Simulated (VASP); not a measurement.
The system is CdS.

```
Cd S
1.0
     4.40853    0.00000    0.00000
    -2.20426    3.81790    0.00000
     0.00000    0.00000    5.74812
Cd S
2 2
Direct
  0.33333 0.66667 0.25000
  0.66667 0.33333 0.75000
  0.66667 0.33333 0.25000
  0.33333 0.66667 0.75000
```

Program: VASP 6.6.1. Alike in all runs: task single point; no spin polarisation; cell as given; k mesh 6 × 6 × 4; cutoff (eV) 520; smearing gaussian 0.01 eV.

Q: Order these runs on this cell by their band gap on the k mesh, lowest first.
A. level LDA; potentials or basis VASP PAW LDA potentials, release 64 (Cd, S)
B. level PBE; potentials or basis VASP PAW PBE potentials, release 64 (Cd, S)
C. level r2SCAN; potentials or basis VASP PAW PBE potentials, release 64 (Cd, S)

A: A (0.74 eV), B (0.99 eV), C (1.46 eV).

A k mesh can miss the band edges.
